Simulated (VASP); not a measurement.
Set up this calculation in VASP 6.6.1, as the native input.

```
Task                   : single point
Functional             : LDA
Potentials or basis    : VASP PAW LDA potentials, release 64 (C, Cl, H)
Cutoff                 : 520 eV
k mesh                 : 2 × 2 × 1
Occupations            : gaussian, width 0.05 eV
Spin                   : no spin polarisation
Dipole correction      : no
Further INCAR settings : ALGO = Normal; EDIFF = 1e-06; NBANDS = 56; NELMDL = -8
```

The structure of HC18Cl lies in POSCAR:

```
HC18Cl
1.0
    7.3980000000      0.0000000000      0.0000000000
   -3.6990000000      6.4068560000      0.0000000000
    0.0000000000      0.0000000000     12.0000000000
C Cl H
18 1 1
Direct
   -0.0011127429     -0.0225528715      0.0780321667
    0.2187034213      0.0872495027      0.0780581667
   -0.0022499529      0.3082919298      0.0781405833
    0.2198530007      0.4195051364      0.0780925000
   -0.0033218892      0.6429069110      0.0781334167
    0.2211369838      0.7551090582      0.0782540000
    0.3310903871     -0.0250030592      0.0781681667
    0.5532471691      0.0860804426      0.0781636667
    0.3295924500      0.3093111504      0.0779590833
    0.5544003501      0.4217193269      0.0780330000
    0.3322157699      0.6440825266      0.0781411667
    0.5520797106      0.7541340089      0.0779775833
    0.6633654351     -0.0237392568      0.0781158333
    0.8878156530      0.0884658560      0.0781100833
    0.6656735090      0.3104848931      0.0780630833
    0.8855453522      0.4206351758      0.0781575000
    0.6646289972      0.6421071427      0.0777512500
    0.8867775307      0.7530281623      0.0779447500
    0.5810905744      0.4719759583      0.3598956667
    0.5847242268      0.4655647013      0.2510579167
```

The input as run:

INCAR

```
ALGO = Normal
EDIFF = 1E-6
ENCUT = 520
GGA = CA
GGA_COMPAT = F
ISIF = 2
ISMEAR = 0
LASPH = T
LCHARG = F
LREAL = F
LWAVE = F
NBANDS = 56
NELM = 120
NELMDL = -8
PREC = Accurate
SIGMA = 0.05
```

KPOINTS

```
k-points
0
Gamma
  2 2 1
```

Potentials or basis: VASP PAW LDA potentials, release 64 (C, Cl, H).

The run is started by

```sh
$ cat potpaw_LDA.64/C/POTCAR potpaw_LDA.64/Cl/POTCAR potpaw_LDA.64/H/POTCAR > POTCAR
$ mpirun -np 1 vasp_std > vasp.out
```

It gave:

```yaml
Largest_force: 0.096 eV/Å
Band_gap_on_the_k_mesh: 0.17 eV
```

Caveat: the k points lie up to 0.49 Å⁻¹ apart; there is no dipole correction, which matters where the two faces differ; semilocal functionals underestimate gaps, and a narrow one can read as zero.

Wall time 8.5 min on 1 thread of Intel Xeon 8259CL, with other jobs on the host, peak memory 0.5 GiB.
